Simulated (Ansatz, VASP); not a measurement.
# Two plane-wave programs on BF

```
CELL_PARAMETERS angstrom
1.59018 -1.58994 0.00000
1.59018 1.58994 0.00000
-0.27561 0.00000 9.27276
ATOMIC_POSITIONS crystal
B 0.99028 0.50791 0.93261
B 0.50791 0.99028 0.43261
F 0.49820 0.48062 0.32109
F 0.48062 0.49820 0.82109
```

Change from the starting cell: species swapped into the CuO type (Cc, No. 9).

Alike in both runs: task relaxation of cell and atoms; functional PBE; k mesh 12 × 12 × 4; occupations gaussian, width 0.02 eV; no spin polarisation.

|  | VASP | Ansatz |
| --- | --- | --- |
| version | VASP 6.6.1 | Ansatz 0.2.0 |
| potentials or method | VASP PAW PBE potentials, release 64 (B, F), cutoff 600 eV | scalar-relativistic, plane waves, PAW |
| valence electrons in the cell | 20 | 20 |

Ansatz gave:

* gap on the k mesh at the Fermi level, each at its own relaxed structure (eV): 0.81
* relaxed volume (Å³/atom): 11.91
* relaxed cell length with the largest relative difference (Å): 9.416

Task: Which values does VASP return?

Result: gap on the k mesh at the Fermi level, each at its own relaxed structure (eV): 0.78; relaxed volume (Å³/atom): 11.69; relaxed cell length with the largest relative difference (Å): 9.234.
